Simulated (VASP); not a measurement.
A run of VASP 6.6.1 is set up as follows.

The input INCAR:

```
SYSTEM = ZnO
ALGO = Normal
EDIFF = 1E-6
ENCUT = 520
GGA = PE
ISIF = 2
ISMEAR = -1
LASPH = .True.
LCHARG = .False.
LREAL = .False.
LWAVE = .False.
NBANDS = 26
NELM = 80
PREC = Accurate
SIGMA = 0.02
```

The input KPOINTS:

```
k-points
0
Gamma
  12 12 6
  0 0 0
```

Contents of POSCAR:

```
ZnO
1.0
    3.2793887450      0.0000000000      0.0000000000
   -1.6396943725      2.8400339621      0.0000000000
    0.0000000000      0.0000000000      5.2939074201
Zn O
2 2
Direct
    0.3333333333      0.6666666667     -0.0020276074
    0.6666666667      0.3333333333      0.4979723926
    0.3333333333      0.6666666667      0.3770276074
    0.6666666667      0.3333333333      0.8770276074
```

Potentials or basis: VASP PAW PBE potentials, release 64 (Zn, O).

Command:

```bash
$ cat potpaw_PBE.64/Zn/POTCAR potpaw_PBE.64/O/POTCAR > POTCAR
$ mpirun -np 1 vasp_std > vasp.out
```

(1) Predict the pressure.

(2) Predict the band gap on the k mesh.

Results:

(1) 0.9 GPa.

(2) 0.73 eV.

Caveat: semilocal functionals underestimate gaps, and a narrow one can read as zero.
